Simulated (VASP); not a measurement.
Wanted: the native input for a VASP 6.6.1 run.

* Task: single point
* Functional: LDA
* Potentials or basis: VASP PAW LDA potentials, release 64 (Rb_sv, Br)
* Cutoff: 520 eV
* k mesh: 7 × 7 × 7
* Occupations: fermi-dirac, width 0.05 eV
* Spin: no spin polarisation
* Dipole correction: no
* Further INCAR settings: ALGO = Normal; EDIFF = 1e-06; NBANDS = 15

The structure of RbBr lies in POSCAR:

```
RbBr
1.0
    0.0000000000      3.3806835115      3.3806835115
    3.3806835115      0.0000000000      3.3806835115
    3.3806835115      3.3806835115      0.0000000000
Rb Br
1 1
Direct
    0.0000000000      0.0000000000      0.0000000000
    0.5000000000      0.5000000000      0.5000000000
```

This cell differs from its parent crystal: volume scaled by 0.96.

These files were run (other wordings do the same):

INCAR

```
  ALGO = Normal
  EDIFF = 1E-6
  ENCUT = 520
  GGA = CA
  ISIF = 2
  ISMEAR = -1
  LASPH = True
  LCHARG = False
  LREAL = False
  LWAVE = False
  NBANDS = 15
  NELM = 100
  PREC = Accurate
  SIGMA = 0.05
```

KPOINTS

```
k-points
0
Gamma
  7 7 7
```

Potentials or basis: VASP PAW LDA potentials, release 64 (Rb_sv, Br).

Command:

```bash
$ cat potpaw_LDA.64/Rb_sv/POTCAR potpaw_LDA.64/Br/POTCAR > POTCAR
$ mpirun -np 1 vasp_std > vasp.out
```

It gave:

```
Pressure               : -0.6 GPa
Band gap on the k mesh : 4.06 eV, direct
```

Wall time 18 s on 1 thread of AMD EPYC 7R13 Processor (Zen 3), on a shared host, peak memory 0.15 GiB.
